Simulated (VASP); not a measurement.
# Pd (Fm-3m) in VASP: further runs, part 2 of 3

VASP 6.6.1. Earlier steps stand in the parts before.

## Step 3: Relaxation of cell and atoms, r2SCAN+rVV10

Input file POSCAR:

```
Pd
1.0
    0.0000000000      1.9465000000      1.9465000000
    1.9465000000      0.0000000000      1.9465000000
    1.9465000000      1.9465000000      0.0000000000
Pd
1
Direct
    0.0000000000      0.0000000000      0.0000000000
```

Input file INCAR.step1:

```
SYSTEM = Pd
ALGO = Normal
EDIFF = 1E-4
ENCUT = 600
GGA = PE
ISMEAR = -1
LASPH = .TRUE.
LCHARG = .FALSE.
LREAL = .FALSE.
LWAVE = .TRUE.
NELM = 100
PREC = Accurate
SIGMA = 0.05
```

Input file INCAR.step2:

```
SYSTEM = Pd
ALGO = Normal
BPARAM = 11.95
CPARAM = 0.0093
EDIFF = 1E-6
EDIFFG = -0.01
ENCUT = 600
IBRION = 2
ISIF = 3
ISMEAR = -1
ISTART = 1
IVDW_NL = 2
LASPH = .TRUE.
LCHARG = .FALSE.
LMIXTAU = .TRUE.
LREAL = .FALSE.
LUSE_VDW = .TRUE.
LWAVE = .FALSE.
METAGGA = R2SCAN
NELM = 100
NSW = 60
PREC = Accurate
SIGMA = 0.05
```

Input file KPOINTS:

```
k-points
0
G
  12 12 12
  0 0 0
```

Potentials or basis: VASP PAW PBE potentials, release 64 (Pd).

Started as:

```bash
> cat potpaw_PBE.64/Pd/POTCAR > POTCAR
> cp INCAR.step1 INCAR
> mpirun -np 1 vasp_std > vasp.out
> cp INCAR.step2 INCAR
> mpirun -np 1 vasp_std > vasp.out
```

OUTCAR:

```text
SYSTEM = Pd
   BPARAM = 11.95
   EDIFF = 1E-6
   EDIFFG = -0.01
   ENCUT = 600
   IBRION = 2
   ISIF = 3
   ISMEAR = -1
   ISTART = 1
   IVDW_NL = 2
   LASPH = .TRUE.
   LREAL = .FALSE.
   METAGGA = R2SCAN
   NELM = 100
   NSW = 60
   PREC = Accurate

 ion  position               nearest neighbor table
   1  0.000  0.000  0.000-

  LATTYP: Found a face centered cubic cell.
 ALAT       =     3.8930000000

  Lattice vectors:

 A1 = (   0.0000000000,   1.9465000000,   1.9465000000)
 A2 = (   1.9465000000,   0.0000000000,   1.9465000000)
 A3 = (   1.9465000000,   1.9465000000,   0.0000000000)

Analysis of symmetry for initial positions (statically):
[... 33 lines left out ...]
                                     Primitive cell

  volume of cell :      14.7500
[... 319 lines left out ...]
  free energy    TOTEN  =       -22.68795829 eV

  energy without entropy =      -22.66949080  energy(sigma->0) =      -22.67872454

 E-fermi :   9.5190     XC(G=0): -14.1525

 val. band max:        9.5145644659   @ k =  -0.4167   0.3333   0.0833
 cond. band min:       9.5207885837   @ k =  -0.2500   0.4167   0.1667
 fundamental gap:      0.0062241178
 Fermi energy:         9.5189508368

 k-point     1 :       0.0000    0.0000    0.0000
  band No.  band energies     occupation
      1       2.3458      2.00000
      2       6.6312      2.00000
      3       6.6312      2.00000
      4       6.6312      2.00000
      5       8.2357      2.00000
      6       8.2357      2.00000
      7      27.5452      0.00000
      8      31.9426      0.00000
      9      32.5198      0.00000
[... 265 lines left out ...]
 k-point    24 :      -0.4167    0.1667    0.0000
  band No.  band energies     occupation
      1       4.7491      2.00000
      2       6.1282      2.00000
      3       7.1073      2.00000
      4       7.6034      2.00000
      5       9.2751      1.98489
      6      13.4175      0.00000
      7      17.5125      0.00000
      8      26.1174      0.00000
      9      29.2949      0.00000

 [... further k-points ...]
[... 5 lines left out ...]
  --------------------------------------------------------------------------------------
  -------------------------------------------------------------------------------------
  Total       -0.0038155     -0.0038155     -0.0038155      0.0000000     -0.0000000      0.0000000
  in kB       -0.4132581     -0.4132581     -0.4132581      0.0000000     -0.0000000      0.0000000
  external PRESSURE =      -0.4132581 kB  Pullay stress =       0.0000000 kB
[... 16 lines left out ...]
  FREE ENERGIE OF THE ION-ELECTRON SYSTEM (eV)
  ---------------------------------------------------
  free  energy   TOTEN  =       -22.6879582921 eV

  energy  without entropy=      -22.6694907978  energy(sigma->0) =      -22.67872454

 reached required accuracy - stopping structural energy minimisation
```

OSZICAR.step1:

```text
N       E                     dE             d eps       ncg     rms          rms(c)
DAV:   1     0.443816355873E+02    0.44382E+02   -0.57471E+03  1304   0.117E+03
DAV:   2    -0.509930781388E+01   -0.49481E+02   -0.47887E+02  1404   0.209E+02
DAV:   3    -0.550323119080E+01   -0.40392E+00   -0.39727E+00  1526   0.222E+01
DAV:   4    -0.550510555411E+01   -0.18744E-02   -0.18742E-02  1487   0.140E+00
DAV:   5    -0.550512804384E+01   -0.22490E-04   -0.22490E-04  1535   0.134E-01    0.776E+00
DAV:   6    -0.523547927017E+01    0.26965E+00   -0.11876E+00  1325   0.104E+01    0.378E+00
DAV:   7    -0.522344219658E+01    0.12037E-01   -0.15113E-02  1477   0.111E+00    0.194E+00
DAV:   8    -0.521979879906E+01    0.36434E-02   -0.15843E-03  1428   0.410E-01    0.110E-01
DAV:   9    -0.521976772100E+01    0.31078E-04   -0.99755E-05   731   0.101E-01
   1 F= -.52197677E+01 E0= -.52099558E+01  d E =-.196239E-01
```

It took 6.6 min on 1 thread of AMD EPYC 7R13, shared host; peak memory 0.19 GiB.

Results:

```yaml
Free_energy: -22.6880 eV
Relaxed_volume: 14.79 Å³/atom
Relaxed_cell: a = 2.755 Å, b = 2.755 Å, c = 2.755 Å, α = 60.00°, β = 60.00°, γ = 60.00°
Space_group_after_relaxing_to_0.05_Å: Fm-3m (No. 225)
Energy_gained_by_relaxing: 0.1 meV/atom
Ionic_steps: 6
Pressure_after_relaxing: 0.0 GPa
Band_gap_on_the_k_mesh: zero (band 5 reaches 9.85 eV, above the bottom of band 6 at 8.18 eV)
```

Final structure:
```yaml
crystal:
  lattice:
    - [0.00000, 1.94837, 1.94837]
    - [1.94837, 0.00000, 1.94837]
    - [1.94837, 1.94837, 0.00000]
  atoms:
    - { symbol: Pd, position: [0.00000, 0.00000, 0.00000] }
```

Caveat: the PAW data sets were made with another functional, which shifts forces and pressure a little.

## Step 4: Single point, LDA

This run uses another cell than the first one, of 15.34 Å³/atom, 1.040 times its volume.

Input file INCAR:

```
PREC     = Accurate       # precision mode
ENCUT    = 500            # plane-wave cutoff, eV
EDIFF    = 1E-6           # SCF threshold, eV
ISMEAR   = -1             # smearing method
SIGMA    = 0.05           # smearing width, eV
LREAL    = False          # projectors in reciprocal space
LASPH    = True           # aspherical terms in the spheres
NELM     = 120            # most SCF steps
ALGO     = Normal         # electronic algorithm
ISIF     = 2              # what is computed and relaxed
LWAVE    = False          # write WAVECAR
LCHARG   = False          # write CHGCAR
GGA      = CA             # functional
NBANDS   = 11             # bands
GGA_COMPAT= False
```

Input file KPOINTS:

```
regular mesh
0
Gamma
  12 12 12
```

Input file POSCAR:

```
Pd
1.0
    0.0000000000      1.9721147795      1.9721147795
    1.9721147795      0.0000000000      1.9721147795
    1.9721147795      1.9721147795      0.0000000000
Pd
1
Direct
    0.0000000000      0.0000000000      0.0000000000
```

Potentials or basis: VASP PAW LDA potentials, release 64 (Pd).

Started as:

```bash
> cat potpaw_LDA.64/Pd/POTCAR > POTCAR
> mpirun -np 1 vasp_std > vasp.out
```

OUTCAR:

```text
PREC = Accurate
   ENCUT = 500
   EDIFF = 1E-6
   ISMEAR = -1
   LREAL = False
   LASPH = True
   NELM = 120
   ISIF = 2
   GGA = CA

 ion  position               nearest neighbor table
   1  0.000  0.000  0.000-

  LATTYP: Found a face centered cubic cell.
 ALAT       =     3.9442295590

  Lattice vectors:

 A1 = (   0.0000000000,   1.9721147795,   1.9721147795)
 A2 = (   1.9721147795,   0.0000000000,   1.9721147795)
 A3 = (   1.9721147795,   1.9721147795,   0.0000000000)

Analysis of symmetry for initial positions (statically):
[... 33 lines left out ...]
                                     Primitive cell

  volume of cell :      15.3400

  direct lattice vectors                    reciprocal lattice vectors
     0.000000000  1.972114780  1.972114780    -0.253534939  0.253534939  0.253534939
     1.972114780  0.000000000  1.972114780     0.253534939 -0.253534939  0.253534939
     1.972114780  1.972114780  0.000000000     0.253534939  0.253534939 -0.253534939

  length of vectors
     2.788991468  2.788991468  2.788991468     0.439135396  0.439135396  0.439135396

  position of ions in fractional coordinates (direct lattice)
     0.000000000  0.000000000  0.000000000

  ion indices of the primitive-cell ions
   primitive index   ion index
                 1           1

----------------------------------------------------------------------------------------

 KPOINTS: regular mesh

Automatic generation of k-mesh.
 Grid dimensions read from file:
 generate k-points for:   12   12   12

 Generating k-lattice:

  Cartesian coordinates                     Fractional coordinates (reciprocal lattice)
    -0.021127912  0.021127912  0.021127912     0.083333333  0.000000000  0.000000000
     0.021127912 -0.021127912  0.021127912     0.000000000  0.083333333  0.000000000
[... 73 lines left out ...]
   ISMEAR =    -1;   SIGMA  =   0.05  broadening in eV -4-tet -1-fermi 0-gaus
   EFERMI_NEDOS =   21; number of points for ismear=-14 and -15
   IALGO  =     38    algorithm
   IMIX   =      4    mixing-type and parameters
     AMIX     =   0.40;   BMIX     =  1.00
     AMIX_MAG =   1.60;   BMIX_MAG =  1.00
  volume/ion in A,a.u.               =      15.34       103.52
  Fermi-wavevector in a.u.,A,eV,Ry     =   1.419491  2.682449 27.415123  2.014955
  Thomas-Fermi vector in A             =   2.540506
   LORBIT       =      0    0 simple, 1 ext, 2 COOP (PROOUT), +10 PAW based schemes
   GGA     = CA    functional components
   LHFCALC =     F    Hartree Fock is set to
   AEXX    =    0.0000 exact exchange contribution
   IVDW    =     0    specifies the selected vdW correction
   LEPSILON=     F    determine dielectric tensor
   LRPA    =     F    only Hartree local field effects (RPA)
 non-spin polarized calculation
  energy-cutoff  :      500.00
  volume of cell :       15.34
 maximum number of plane-waves:       399
   NGX = 11   NGY = 11   NGZ = 11

 number of electron      10.0000000 magnetization

 number of electron       9.9999995 magnetization

 Free energy of the ion-electron system (eV)
  ---------------------------------------------------
  ext. energy  EPLUGINS =         0.00000000
  ---------------------------------------------------
  free energy    TOTEN  =        -6.45086102 eV

  energy without entropy =       -6.43025554  energy(sigma->0) =       -6.44055828

 E-fermi :   8.9054     XC(G=0): -13.2803

 val. band max:        8.9032682593   @ k =   0.4167   0.4167   0.0000
 cond. band min:       8.9117844965   @ k =   0.5000   0.0833   0.0000
 fundamental gap:      0.0085162372
 Fermi energy:         8.9054451373

 k-point     1 :       0.0000    0.0000    0.0000
  band No.  band energies     occupation
      1       1.9975      2.00000
      2       6.2274      2.00000
      3       6.2274      2.00000
      4       6.2274      2.00000
      5       7.7731      2.00000
      6       7.7731      2.00000
      7      26.0459      0.00000
      8      30.5385      0.00000
      9      30.5385      0.00000
     10      30.5385      0.00000
     11      34.8125      0.00000
[... 309 lines left out ...]
 k-point    24 :      -0.4167    0.1667    0.0000
  band No.  band energies     occupation
      1       4.4586      2.00000
      2       5.7992      2.00000
      3       6.7087      2.00000
      4       7.1012      2.00000
      5       8.6869      1.97505
      6      12.4315      0.00000
      7      16.1567      0.00000
      8      24.4239      0.00000
      9      27.4439      0.00000
     10      28.2452      0.00000
     11      34.8889      0.00000

 [... further k-points ...]
[... 5 lines left out ...]
  --------------------------------------------------------------------------------------
  -------------------------------------------------------------------------------------
  Total       -1.3993605     -1.3993605     -1.3993605      0.0000000      0.0000000     -0.0000000
  in kB     -146.1549904   -146.1549904   -146.1549904      0.0000000      0.0000000     -0.0000000
  external PRESSURE =    -146.1549904 kB  Pullay stress =       0.0000000 kB

 VOLUME and BASIS-vectors are now :
 -----------------------------------------------------------------------------
  energy-cutoff  :      500.00
  volume of cell :       15.34
      direct lattice vectors                 reciprocal lattice vectors
     0.000000000  1.972114780  1.972114780    -0.253534939  0.253534939  0.253534939
     1.972114780  0.000000000  1.972114780     0.253534939 -0.253534939  0.253534939
     1.972114780  1.972114780  0.000000000     0.253534939  0.253534939 -0.253534939

 POSITION                                       TOTAL-FORCE (eV/Angst)
 -----------------------------------------------------------------------------------
      0.00000      0.00000      0.00000         0.000000      0.000000      0.000000
 -----------------------------------------------------------------------------------
    total drift:                                0.000000      0.000000      0.000000

  FREE ENERGIE OF THE ION-ELECTRON SYSTEM (eV)
  ---------------------------------------------------
  free  energy   TOTEN  =        -6.4508610163 eV

  energy  without entropy=       -6.4302555372  energy(sigma->0) =       -6.44055828
```

OSZICAR:

```text
N       E                     dE             d eps       ncg     rms          rms(c)
DAV:   1     0.405950784747E+02    0.40595E+02   -0.50571E+03  1608   0.830E+02
DAV:   2    -0.620742868394E+01   -0.46803E+02   -0.44775E+02  1787   0.180E+02
DAV:   3    -0.678657822102E+01   -0.57915E+00   -0.57792E+00  1903   0.215E+01
DAV:   4    -0.678916642179E+01   -0.25882E-02   -0.25878E-02  1963   0.148E+00
DAV:   5    -0.678919485345E+01   -0.28432E-04   -0.28431E-04  2096   0.137E-01    0.729E+00
DAV:   6    -0.646494065726E+01    0.32425E+00   -0.14566E+00  1932   0.961E+00    0.337E+00
DAV:   7    -0.645534187688E+01    0.95988E-02   -0.16909E-02  2013   0.846E-01    0.184E+00
DAV:   8    -0.645087969738E+01    0.44622E-02   -0.14184E-03  1958   0.375E-01    0.786E-02
DAV:   9    -0.645085996978E+01    0.19728E-04   -0.19423E-04  2259   0.116E-01    0.213E-02
DAV:  10    -0.645086110704E+01   -0.11373E-05   -0.94556E-06  1961   0.296E-02    0.731E-03
DAV:  11    -0.645086101626E+01    0.90783E-07   -0.87719E-08  1293   0.322E-03
   1 F= -.64508610E+01 E0= -.64405583E+01  d E =-.206055E-01
```

It took 9.8 s on 1 thread of Intel Xeon 8259CL, shared host; peak memory 0.12 GiB.

Results:

```yaml
Free_energy: -6.4509 eV
Pressure: -14.6 GPa
Band_gap_on_the_k_mesh: zero (band 5 reaches 9.19 eV, above the bottom of band 6 at 7.71 eV)
```

[end of part 2 of 3]
